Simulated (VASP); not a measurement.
LiH, 4 atoms in the cell. The typed cell holds 4 atoms: a = 3.319 Å, b = 3.319 Å, c = 4.152 Å, α = 90.00°, β = 90.00°, γ = 120.00°.  This cell differs from its parent crystal: volume changed by +6%.

| Property | Result |
| --- | --- |
| Program | VASP 6.6.1 |
| Task | single point |
| Functional | PBE |
| Potentials or basis | VASP PAW PBE potentials, release 64 (Li_sv, H) |
| Cutoff | 520 eV |
| k mesh | 9 × 9 × 6 |
| Occupations | gaussian, width 0.01 eV |
| Spin | no spin polarisation |
| Dipole correction | no |
| Further INCAR settings | ALGO = Normal; EDIFF = 1e-06; NBANDS = 12 |

Potentials or basis: VASP PAW PBE potentials, release 64 (Li_sv, H).

The run is started by

```bash
$ cat potpaw_PBE.64/Li_sv/POTCAR potpaw_PBE.64/H/POTCAR > POTCAR
$ mpirun -np 1 vasp_std > vasp.out
```

Hardware: 1 thread of Intel(R) Xeon(R) Platinum 8488C (Sapphire Rapids) (shared host).

Q: How long does it take, and how much memory?

A: It took 22 s on 1 thread of Intel(R) Xeon(R) Platinum 8488C (Sapphire Rapids), with other jobs on the host, peak memory 0.16 GiB. Counts: scf iterations 13, k points 48.
